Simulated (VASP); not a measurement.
# Rh (I4/mmm) in VASP: notebook, part 2 of 2

VASP 6.6.1. The steps go on from the part before.

## (3) Single point, r2SCAN (strain +0.000 along x and y, +0.015 along z)

POSCAR

```
Rh
1.0
    0.0000000000      1.9015500000      1.9300732500
    1.9015500000      0.0000000000      1.9300732500
    1.9015500000      1.9015500000      0.0000000000
Rh
1
Direct
    0.0000000000      0.0000000000      0.0000000000
```

INCAR.step1

```
SYSTEM = Rh
PREC = Accurate
ENCUT = 520
ISMEAR = 0
SIGMA = 0.15
LREAL = .False.
LASPH = .True.
NELM = 100
NBANDS = 14
GGA = PE
ALGO = Normal
EDIFF = 1E-4
LWAVE = .True.
LCHARG = .False.
```

INCAR.step2

```
SYSTEM = Rh
PREC = Accurate
ENCUT = 520
EDIFF = 1E-6
ISMEAR = 0
SIGMA = 0.15
LREAL = .False.
LASPH = .True.
NELM = 100
ALGO = Normal
ISIF = 2
LWAVE = .False.
LCHARG = .True.
METAGGA = R2SCAN
LMIXTAU = .True.
LELF = .True.
LVHAR = .True.
NBANDS = 14
ISTART = 1
```

KPOINTS

```
Automatic mesh
0
Gamma
  8 8 8
  0 0 0
```

Potentials or basis: VASP PAW PBE potentials, release 64 (Rh_pv).

Command:

```sh
cat potpaw_PBE.64/Rh_pv/POTCAR > POTCAR
cp INCAR.step1 INCAR
mpirun -np 1 vasp_std > vasp.out
cp INCAR.step2 INCAR
mpirun -np 1 vasp_std > vasp.out
```

Run time: 33 s. Hardware: 1 thread of Intel Xeon 6975P-C, shared host; peak memory 0.13 GiB.

The run converged. Its results:

```
Free energy : -24.1163 eV
Pressure    : -2.7 GPa
```

Stress tensor (GPa, compression positive):
```
-1.55  0.00  0.00
 0.00 -1.55  0.00
 0.00  0.00 -4.95
```

Levels at points of the mesh, in eV from the Fermi level:
| k point | band 4 | band 5 | band 6 | band 7 | band 8 | band 9 | band 10 | band 11 |
| --- | --- | --- | --- | --- | --- | --- | --- | --- |
| (0.00, 0.00, 0.00) | -8.10 | -3.23 | -3.06 | -3.06 | -1.17 | -0.98 | 16.67 | 17.44 |
| (0.50, 0.00, 0.00) | -6.24 | -3.32 | -3.15 | 0.51 | 0.59 | 0.88 | 8.90 | 16.22 |
| (0.50, 0.50, 0.00) | -6.43 | -6.05 | 0.48 | 0.99 | 0.99 | 3.20 | 12.37 | 14.06 |
| (0.50, 0.00, 0.50) | -6.43 | -6.07 | 0.47 | 0.93 | 1.08 | 3.53 | 12.79 | 13.70 |

Caveat: the cell differs from its parent crystal (strain +0.000 along x and y, +0.015 along z); the PAW data sets were made with another functional, which shifts forces and pressure a little.

## (4) Single point, r2SCAN (strain +0.015 along x and y, -0.015 along z)

POSCAR

```
Rh
1.0
    0.0000000000      1.9300732500      1.8730267500
    1.9300732500      0.0000000000      1.8730267500
    1.9300732500      1.9300732500      0.0000000000
Rh
1
Direct
    0.0000000000      0.0000000000      0.0000000000
```

INCAR.step1

```
ALGO = Normal
EDIFF = 1E-4
ENCUT = 520
GGA = PE
ISMEAR = 0
LASPH = True
LCHARG = False
LREAL = False
LWAVE = True
NBANDS = 14
NELM = 80
PREC = Accurate
SIGMA = 0.15
```

INCAR.step2

```
ALGO = Normal
EDIFF = 1E-7
ENCUT = 520
ISIF = 2
ISMEAR = 0
ISTART = 1
LASPH = True
LCHARG = False
LMIXTAU = True
LREAL = False
LWAVE = False
METAGGA = R2SCAN
NBANDS = 14
NELM = 80
PREC = Accurate
SIGMA = 0.15
```

KPOINTS

```
k-points
0
Gamma
  8 8 8
```

Command:

```sh
cat potpaw_PBE.64/Rh_pv/POTCAR > POTCAR
cp INCAR.step1 INCAR
mpirun -np 1 vasp_std > vasp.out
cp INCAR.step2 INCAR
mpirun -np 1 vasp_std > vasp.out
```

It took 33 s on 1 thread of Intel Xeon 6975P-C, shared host; peak memory 0.13 GiB.

Results (log left out):

```
Free energy : -24.1120 eV
Pressure    : -2.5 GPa
```

Stress tensor (GPa, compression positive):
```
-4.73  0.00  0.00
 0.00 -4.73  0.00
 0.00  0.00  1.92
```

Levels at points of the mesh, in eV from the Fermi level:
```tsv
k point	band 4	band 5	band 6	band 7	band 8	band 9	band 10	band 11
(0.00, 0.00, 0.00)	-8.10	-3.22	-3.22	-2.90	-1.27	-0.89	16.69	17.45
(0.50, 0.00, 0.00)	-6.24	-3.40	-3.06	0.47	0.64	0.89	8.91	16.21
(0.50, 0.50, 0.00)	-6.44	-6.08	0.47	1.02	1.02	3.87	13.23	13.50
(0.50, 0.00, 0.50)	-6.43	-6.05	0.47	0.85	1.13	3.21	12.37	13.91
```

Caveat: the cell differs from its parent crystal (strain +0.015 along x and y, -0.015 along z); the PAW data sets were made with another functional, which shifts forces and pressure a little.

## (5) Single point, r2SCAN (strain +0.000 along x and y, +0.030 along z)

POSCAR

```
Rh
1.0
    0.0000000000      1.9015500000      1.9585965000
    1.9015500000      0.0000000000      1.9585965000
    1.9015500000      1.9015500000      0.0000000000
Rh
1
Direct
    0.0000000000      0.0000000000      0.0000000000
```

INCAR.step1

```
SYSTEM = Rh
ALGO = Normal
EDIFF = 1E-4
ENCUT = 520
GGA = PE
ISMEAR = 0
LASPH = .TRUE.
LCHARG = .FALSE.
LREAL = .FALSE.
LWAVE = .TRUE.
NBANDS = 14
NELM = 60
PREC = Accurate
SIGMA = 0.15
```

INCAR.step2

```
SYSTEM = Rh
ALGO = Normal
EDIFF = 1E-7
ENCUT = 520
ISIF = 2
ISMEAR = 0
ISTART = 1
LASPH = .TRUE.
LCHARG = .FALSE.
LMIXTAU = .TRUE.
LREAL = .FALSE.
LWAVE = .FALSE.
METAGGA = R2SCAN
NBANDS = 14
NELM = 60
PREC = Accurate
SIGMA = 0.15
```

KPOINTS

```
k-points
0
G
  8 8 8
  0 0 0
```

Command:

```sh
cat potpaw_PBE.64/Rh_pv/POTCAR > POTCAR
cp INCAR.step1 INCAR
mpirun -np 1 vasp_std > vasp.out
cp INCAR.step2 INCAR
mpirun -np 1 vasp_std > vasp.out
```

Wall time 30 s (1 thread of Intel Xeon 6975P-C, shared host); peak memory 0.14 GiB.

It converged, with:

- Free energy: -24.1063 eV
- Pressure: -6.3 GPa

Stress tensor (GPa, compression positive):
```
 -4.14   0.00   0.00
  0.00  -4.14   0.00
  0.00   0.00 -10.63
```

Levels at points of the mesh, in eV from the Fermi level:
```csv
k point,band 3,band 4,band 5,band 6,band 7,band 8,band 9,band 10,band 11,band 12
"(0.00, 0.00, 0.00)",-47.74,-7.99,-3.26,-2.93,-2.93,-1.25,-0.86,16.69,17.47,21.68
"(0.50, 0.00, 0.00)",-47.82,-6.11,-3.32,-3.00,0.46,0.61,0.91,8.75,16.21,17.47
"(0.50, 0.50, 0.00)",-47.97,-6.28,-5.91,0.48,0.96,0.96,2.98,11.91,14.16,14.16
"(0.50, 0.00, 0.50)",-48.00,-6.29,-5.93,0.45,0.84,1.13,3.62,12.74,13.46,13.76
```

Caveat: the cell differs from its parent crystal (strain +0.000 along x and y, +0.030 along z); the PAW data sets were made with another functional, which shifts forces and pressure a little.

## (6) Single point, r2SCAN (strain +0.015 along x and y, +0.000 along z)

POSCAR

```
Rh
1.0
    0.0000000000      1.9300732500      1.9015500000
    1.9300732500      0.0000000000      1.9015500000
    1.9300732500      1.9300732500      0.0000000000
Rh
1
Direct
    0.0000000000      0.0000000000      0.0000000000
```

INCAR.step1

```
SYSTEM = Rh
PREC     = Accurate       ! precision mode
ENCUT    = 520            ! plane-wave cutoff, eV
ISMEAR   = 0              ! smearing method
SIGMA    = 0.15           ! smearing width, eV
LREAL    = .FALSE.        ! projectors in reciprocal space
LASPH    = .TRUE.         ! aspherical terms in the spheres
NELM     = 80             ! most SCF steps
NBANDS   = 14             ! bands
GGA      = PE             ! functional
ALGO     = Normal         ! electronic algorithm
EDIFF    = 1E-4           ! SCF threshold, eV
LWAVE    = .TRUE.         ! write WAVECAR
LCHARG   = .FALSE.        ! write CHGCAR
```

INCAR.step2

```
SYSTEM = Rh
PREC     = Accurate       ! precision mode
ENCUT    = 520            ! plane-wave cutoff, eV
EDIFF    = 1E-7           ! SCF threshold, eV
ISMEAR   = 0              ! smearing method
SIGMA    = 0.15           ! smearing width, eV
LREAL    = .FALSE.        ! projectors in reciprocal space
LASPH    = .TRUE.         ! aspherical terms in the spheres
NELM     = 80             ! most SCF steps
ALGO     = Normal         ! electronic algorithm
ISIF     = 2              ! what is computed and relaxed
LWAVE    = .FALSE.        ! write WAVECAR
LCHARG   = .FALSE.        ! write CHGCAR
METAGGA  = R2SCAN         ! meta-GGA
LMIXTAU  = .TRUE.       
NBANDS   = 14             ! bands
ISTART   = 1
```

KPOINTS

```
regular mesh
0
G
  8 8 8
  0 0 0
```

Potentials or basis: VASP PAW PBE potentials, release 64 (Rh_pv).

Command:

```sh
cat potpaw_PBE.64/Rh_pv/POTCAR > POTCAR
cp INCAR.step1 INCAR
mpirun -np 1 vasp_std > vasp.out
cp INCAR.step2 INCAR
mpirun -np 1 vasp_std > vasp.out
```

Run time: 35 s. Hardware: 1 thread of Intel Xeon 6975P-C, shared host; peak memory 0.14 GiB.

It converged, with:

* Free energy: -24.1104 eV
* Pressure: -6.5 GPa

Stress tensor (GPa, compression positive):
```
-7.53  0.00  0.00
 0.00 -7.53  0.00
 0.00  0.00 -4.32
```

Levels at points of the mesh, in eV from the Fermi level:
| k point | band 4 | band 5 | band 6 | band 7 | band 8 | band 9 | band 10 | band 11 |
| --- | --- | --- | --- | --- | --- | --- | --- | --- |
| (0.00, 0.00, 0.00) | -7.99 | -3.10 | -3.10 | -2.94 | -1.15 | -0.96 | 16.68 | 17.46 |
| (0.50, 0.00, 0.00) | -6.11 | -3.24 | -3.08 | 0.49 | 0.58 | 0.90 | 8.74 | 16.23 |
| (0.50, 0.50, 0.00) | -6.29 | -5.94 | 0.45 | 0.98 | 0.98 | 3.62 | 12.74 | 13.59 |
| (0.50, 0.00, 0.50) | -6.29 | -5.92 | 0.46 | 0.90 | 1.04 | 3.29 | 12.32 | 13.80 |

Caveat: the cell differs from its parent crystal (strain +0.015 along x and y, +0.000 along z); the PAW data sets were made with another functional, which shifts forces and pressure a little.

## (7) Overview

```tsv
cell	gap on the mesh (eV)	pressure (GPa)
a = 2.690, b = 2.690, c = 2.649 Å, angles 60.5, 60.5, 59.0°, 1 atom	none	6.1
a = 2.709, b = 2.709, c = 2.689 Å, angles 60.2, 60.2, 59.5°, 1 atom	none	-2.7
a = 2.690, b = 2.690, c = 2.730 Å, angles 59.5, 59.5, 61.0°, 1 atom	none	-2.5
a = 2.730, b = 2.730, c = 2.689 Å, angles 60.5, 60.5, 59.0°, 1 atom	none	-6.3
a = 2.709, b = 2.709, c = 2.730 Å, angles 59.8, 59.8, 60.5°, 1 atom	none	-6.5
```

Alike in all rows: task single point; level r2SCAN; potentials or basis VASP PAW PBE potentials, release 64 (Rh_pv); no spin polarisation; k mesh 8 × 8 × 8; cutoff (eV) 520; smearing gaussian 0.15 eV.

Caveats: the PAW data sets were made with another functional, which shifts forces and pressure a little.

Total energies depend on the potentials used, so only differences within one code and one set of settings carry meaning.
